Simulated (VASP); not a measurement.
# Li2Se (Fm-3m) in VASP: vibrations by perturbation theory with LDA

Aim: the vibrations by perturbation theory of Li2Se with LDA.

All numbers are computed with VASP 6.6.1; they aren't measurements. Logs are shortened: lines on timing, memory, paths and dates and some standing lists are left out, and cuts for length are marked.

## (1) The cell of the first run

Symmetry: Fm-3m, No. 225, cubic system. Conventional cell: a = 5.052 Å, b = 5.052 Å, c = 5.052 Å, α = 90.00°, β = 90.00°, γ = 90.00°. Within 2.9 Å of Li (site symmetry -43m) lie 4 Se at 2.19 Å and 6 Li at 2.53 Å. Se (site symmetry m-3m) has 8 Li at 2.19 Å within 2.9 Å.

## (2) Vibrations by perturbation theory, LDA

File INCAR:

```
SYSTEM = Li2Se
PREC     = Accurate       ! precision mode
ENCUT    = 750            ! plane-wave cutoff, eV
EDIFF    = 1E-8           ! SCF threshold, eV
ISMEAR   = 0              ! smearing method
SIGMA    = 0.01           ! smearing width, eV
LREAL    = .FALSE.        ! projectors in reciprocal space
LASPH    = .TRUE.         ! aspherical terms in the spheres
NELM     = 120            ! most SCF steps
ALGO     = Normal         ! electronic algorithm
ISIF     = 2              ! what is computed and relaxed
LWAVE    = .FALSE.        ! write WAVECAR
LCHARG   = .FALSE.        ! write CHGCAR
IBRION   = 8              ! ionic algorithm
NSW      = 1              ! ionic steps
LEPSILON = .TRUE.         ! dielectric tensor by DFPT
GGA_COMPAT= .FALSE.
```

File KPOINTS:

```
regular mesh
0
G
  10 10 10
  0 0 0
```

File POSCAR:

```
Li2Se
1.0
    0.0000000000      2.5262320811      2.5262320811
    2.5262320811      0.0000000000      2.5262320811
    2.5262320811      2.5262320811      0.0000000000
Li Se
2 1
Direct
    0.2500000000      0.2500000000      0.2500000000
    0.7500000000      0.7500000000      0.7500000000
    0.0000000000      0.0000000000      0.0000000000
```

Potentials or basis: VASP PAW LDA potentials, release 64 (Li_sv, Se).

On the command line:

```
$ cat potpaw_LDA.64/Li_sv/POTCAR potpaw_LDA.64/Se/POTCAR > POTCAR
$ mpirun -np 1 vasp_std > vasp.out
```

OUTCAR:

```text
SYSTEM = Li2Se
   PREC = Accurate
   ENCUT = 750
   EDIFF = 1E-8
   ISMEAR = 0
   LREAL = .FALSE.
   LASPH = .TRUE.
   NELM = 120
   ISIF = 2
   IBRION = 8
   NSW = 1
   LEPSILON = .TRUE.

 ion  position               nearest neighbor table
   1  0.250  0.250  0.250-   3 2.19   3 2.19   3 2.19   3 2.19   2 2.53   2 2.53   2 2.53   2 2.53
                             2 2.53   2 2.53
   2  0.750  0.750  0.750-   3 2.19   3 2.19   3 2.19   3 2.19   1 2.53   1 2.53   1 2.53   1 2.53
                             1 2.53   1 2.53
   3  0.000  0.000  0.000-   2 2.19   2 2.19   2 2.19   1 2.19   2 2.19   1 2.19   1 2.19   1 2.19

  LATTYP: Found a face centered cubic cell.
 ALAT       =     5.0524641622

  Lattice vectors:

 A1 = (   0.0000000000,   2.5262320811,   2.5262320811)
 A2 = (   2.5262320811,   0.0000000000,   2.5262320811)
 A3 = (   2.5262320811,   2.5262320811,   0.0000000000)

Analysis of symmetry for initial positions (statically):
=====================================================================
 Subroutine PRICEL returns:
 Original cell was already a primitive cell.

 Routine SETGRP: Setting up the symmetry group for a
 face centered cubic supercell.

 Subroutine GETGRP returns: Found 48 space group operations
 (whereof 48 operations were pure point group operations)
 out of a pool of 48 trial point group operations.

The static configuration has the point symmetry O_h .

Analysis of symmetry for dynamics (positions and initial velocities):
=====================================================================
 Subroutine PRICEL returns:
 Original cell was already a primitive cell.

 Routine SETGRP: Setting up the symmetry group for a
 face centered cubic supercell.

 Subroutine GETGRP returns: Found 48 space group operations
 (whereof 48 operations were pure point group operations)
 out of a pool of 48 trial point group operations.

The dynamic configuration has the point symmetry O_h .

 Subroutine INISYM returns: Found 48 space group operations
 (whereof 48 operations are pure point group operations),
 and found     1 'primitive' translations

----------------------------------------------------------------------------------------

                                     Primitive cell

  volume of cell :      32.2441

  direct lattice vectors                    reciprocal lattice vectors
     0.000000000  2.526232081  2.526232081    -0.197923225  0.197923225  0.197923225
     2.526232081  0.000000000  2.526232081     0.197923225 -0.197923225  0.197923225
     2.526232081  2.526232081  0.000000000     0.197923225  0.197923225 -0.197923225

  length of vectors
     3.572631671  3.572631671  3.572631671     0.342813081  0.342813081  0.342813081

  position of ions in fractional coordinates (direct lattice)
     0.250000000  0.250000000  0.250000000
     0.750000000  0.750000000  0.750000000
     0.000000000  0.000000000  0.000000000

  ion indices of the primitive-cell ions
   primitive index   ion index
                 1           1
                 2           2
                 3           3

----------------------------------------------------------------------------------------

 KPOINTS: regular mesh

Automatic generation of k-mesh.
 Grid dimensions read from file:
 generate k-points for:   10   10   10

 Generating k-lattice:

  Cartesian coordinates                     Fractional coordinates (reciprocal lattice)
    -0.019792322  0.019792322  0.019792322     0.100000000  0.000000000  0.000000000
     0.019792322 -0.019792322  0.019792322     0.000000000  0.100000000  0.000000000
     0.019792322  0.019792322 -0.019792322     0.000000000  0.000000000  0.100000000

  Length of vectors
[... 441 lines left out ...]
    total drift:                               -0.000000     -0.000000      0.000000

  FREE ENERGIE OF THE ION-ELECTRON SYSTEM (eV)
  ---------------------------------------------------
  free  energy   TOTEN  =       -10.6132342993 eV

  energy  without entropy=      -10.6132342993  energy(sigma->0) =      -10.61323430

 HEAD OF MICROSCOPIC STATIC DIELECTRIC TENSOR (INDEPENDENT PARTICLE, excluding Hartree and local field effects)
 ------------------------------------------------------
           5.646743     0.000000    -0.000000
           0.000000     5.646743     0.000000
          -0.000000    -0.000000     5.646743
 ------------------------------------------------------

 Free energy of the ion-electron system (eV)
  ---------------------------------------------------
  ---------------------------------------------------
  free energy    TOTEN  =        -0.39337202 eV

  energy without entropy =       -0.39337202

------------------------ aborting loop because EDIFF is reached ----------------------------------------

--------------------------------------- Ionic step        2  -------------------------------------------

------------------------ aborting loop because EDIFF is reached ----------------------------------------

--------------------------------------- Ionic step        3  -------------------------------------------

------------------------ aborting loop because EDIFF is reached ----------------------------------------

 PIEZOELECTRIC TENSOR FIELD DIRECTION 3  (e Angst)
 -----------------------------------------------------------------------------
    -0.00028  0.00000  0.00000           (  0.00000  0.00000  0.00000)
     0.00000 -0.00028  0.00000           (  0.00000  0.00000 -0.00000)
     0.00000  0.00000 -0.00118           (  0.00000 -0.00000  0.00000)

 PIEZOELECTRIC TENSOR FIELD DIRECTION 3  (C/m^2)
 -----------------------------------------------------------------------------
    -0.00014  0.00000  0.00000
     0.00000 -0.00014  0.00000
     0.00000  0.00000 -0.00059

[... ionic steps 4 to 9 ...]

--------------------------------------- Ionic step       10  -------------------------------------------

 Free energy of the ion-electron system (eV)
  ---------------------------------------------------
  ---------------------------------------------------
  free energy    TOTEN  =        -0.08436276 eV

  energy without entropy =       -0.08436276

------------------------ aborting loop because EDIFF is reached ----------------------------------------

 INTERNAL STRAIN TENSOR  FOR ION    3  DIRECTION 1   (eV/Angst):
 -----------------------------------------------------------------------------
    -0.00702  0.00000  0.00000
     0.00000  0.01277 -0.00000
     0.00000 -0.00000  0.01277

 MACROSCOPIC STATIC DIELECTRIC TENSOR (including local field effects in DFT)
 ------------------------------------------------------
           5.100329    -0.000000     0.000000
          -0.000000     5.100329     0.000000
           0.000000     0.000000     5.100329
 ------------------------------------------------------

 PIEZOELECTRIC TENSOR (including local field effects)  for field in x, y, z        (e  Angst)
          XX          YY          ZZ          XY          YZ          ZX
  --------------------------------------------------------------------------------
  x     0.00000     0.00000     0.00000     0.00000     0.00000     0.00000
  y     0.00000     0.00000     0.00000     0.00000     0.00000     0.00000
  z     0.00000     0.00000     0.00000     0.00000     0.00000     0.00000

 PIEZOELECTRIC TENSOR (including local field effects)  for field in x, y, z        (C/m^2)
          XX          YY          ZZ          XY          YZ          ZX
  --------------------------------------------------------------------------------
  x     0.00000     0.00000     0.00000     0.00000     0.00000     0.00000
  y     0.00000     0.00000     0.00000     0.00000     0.00000     0.00000
  z     0.00000     0.00000     0.00000     0.00000     0.00000     0.00000

 BORN EFFECTIVE CHARGES (including local field effects) (in |e|, cummulative output)
 ---------------------------------------------------------------------------------
 ion    1
    1     0.66798     0.00000     0.00000
    2     0.00000     0.66798     0.00000
    3    -0.00000     0.00000     0.66798
 ion    2
    1     0.66798     0.00000     0.00000
    2    -0.00000     0.66798     0.00000
    3     0.00000    -0.00000     0.66798
 ion    3
    1    -1.33595    -0.00000     0.00000
    2     0.00000    -1.33595    -0.00000
    3     0.00000    -0.00000    -1.33595

 INTERNAL STRAIN TENSOR FOR ION    3 for displacements in x,y,z  (eV/Angst):
          X           Y           Z          XY          YZ          ZX
  --------------------------------------------------------------------------------
  x     0.00000     0.00000     0.00000     0.00000     0.00000     0.00000
  y     0.00000     0.00000     0.00000     0.00000     0.00000     0.00000
  z     0.00000     0.00000     0.00000     0.00000     0.00000     0.00000

 SECOND DERIVATIVES (NOT SYMMETRIZED)
 ------------------------------------
               1X          1Y          1Z          2X          2Y          2Z          3X          3Y          3Z
  1X    -8.663421    0.000000    0.000000    1.499478    0.000000    0.000000    7.163943    0.000000    0.000000
  1Y     0.000000   -8.663421    0.000000    0.000000    1.499478    0.000000    0.000000    7.163943    0.000000
  1Z     0.000000    0.000000   -8.663421    0.000000    0.000000    1.499478    0.000000    0.000000    7.163943
  2X     1.499478    0.000000    0.000000   -8.663421    0.000000    0.000000    7.163943    0.000000    0.000000
  2Y     0.000000    1.499478    0.000000    0.000000   -8.663421    0.000000    0.000000    7.163943    0.000000
  2Z     0.000000    0.000000    1.499478    0.000000    0.000000   -8.663421    0.000000    0.000000    7.163943
  3X     7.166068    0.000000    0.000000    7.166068    0.000000    0.000000  -14.332135    0.000000    0.000000
  3Y     0.000000    7.166068    0.000000    0.000000    7.166068    0.000000    0.000000  -14.332135    0.000000
  3Z     0.000000    0.000000    7.166068    0.000000    0.000000    7.166068    0.000000    0.000000  -14.332135

 Eigenvectors and eigenvalues of the dynamical matrix
 ----------------------------------------------------

   1 f  =   18.823506 THz   118.271579 2PiTHz  627.884587 cm-1    77.847732 meV
             X         Y         Z           dx          dy          dz
      1.263116  1.263116  1.263116     0.696122   -0.055320    0.111150
      3.789348  3.789348  3.789348    -0.696122    0.055320   -0.111150
      0.000000  0.000000  0.000000     0.000000   -0.000000    0.000000
[... 43 lines left out ...]
   9 f/i=    0.000910 THz     0.005717 2PiTHz    0.030351 cm-1     0.003763 meV
             X         Y         Z           dx          dy          dz
      1.263116  1.263116  1.263116     0.000000    0.160972    0.222485
      3.789348  3.789348  3.789348     0.000000    0.160972    0.222485
      0.000000  0.000000  0.000000    -0.000000    0.540170    0.746587

--------------------------------------------------------------------------------------------------------

 MACROSCOPIC STATIC DIELECTRIC TENSOR IONIC CONTRIBUTION
 ------------------------------------------------------
           0.698926     0.000000     0.000000
           0.000000     0.698926     0.000000
           0.000000     0.000000     0.698926
 ------------------------------------------------------

 ELASTIC MODULI CONTR FROM IONIC RELAXATION (kBar)
 Direction    XX          YY          ZZ          XY          YZ          ZX
 --------------------------------------------------------------------------------
 XX          -0.0000     -0.0000     -0.0000      0.0000      0.0000      0.0000
 YY          -0.0000     -0.0000     -0.0000      0.0000      0.0000     -0.0000
 ZZ          -0.0000     -0.0000     -0.0000      0.0000      0.0000      0.0000
 XY           0.0000      0.0000      0.0000   -945.1374      0.0000      0.0000
 YZ           0.0000      0.0000      0.0000      0.0000   -945.1374     -0.0000
 ZX           0.0000     -0.0000      0.0000      0.0000     -0.0000   -945.1374
 --------------------------------------------------------------------------------

 PIEZOELECTRIC TENSOR IONIC CONTR  for field in x, y, z        (C/m^2)
          XX          YY          ZZ          XY          YZ          ZX
  --------------------------------------------------------------------------------
  x     0.00000     0.00000     0.00000    -0.00000     0.00000    -0.00000
  y    -0.00000    -0.00000    -0.00000     0.00000    -0.00000    -0.00000
  z    -0.00000     0.00000    -0.00000     0.00000     0.00000     0.00000
```

Run time: 11 min. Hardware: 1 thread of AMD EPYC 7R43 (Zen 3), shared host; peak memory 0.33 GiB.

Results:

```yaml
Electronic_dielectric_tensor_diagonal: 5.10
Born_charges_mean_of_the_diagonal: Li +0.67; Se -1.34 e
Highest_phonon_frequency_at_Γ_LO-TO_splitting_left_out: 628 cm⁻¹
```

Phonon frequencies in cm⁻¹ (negative: imaginary):
```csv
q point,frequencies
"(0.000, 0.000, 0.000)",0 0 0 572 572 572 628 628 628
```

Electronic dielectric tensor:
```
5.10 0.00 0.00
0.00 5.10 0.00
0.00 0.00 5.10
```

Born effective charge tensors (e):
atom 1, Li
```
0.67 0.00 0.00
0.00 0.67 0.00
0.00 0.00 0.67
```
atom 2, Li
```
0.67 0.00 0.00
0.00 0.67 0.00
0.00 0.00 0.67
```
atom 3, Se
```
-1.34  0.00  0.00
 0.00 -1.34  0.00
 0.00  0.00 -1.34
```

Caveat: the cell wasn't relaxed at this level first, which shifts response properties.
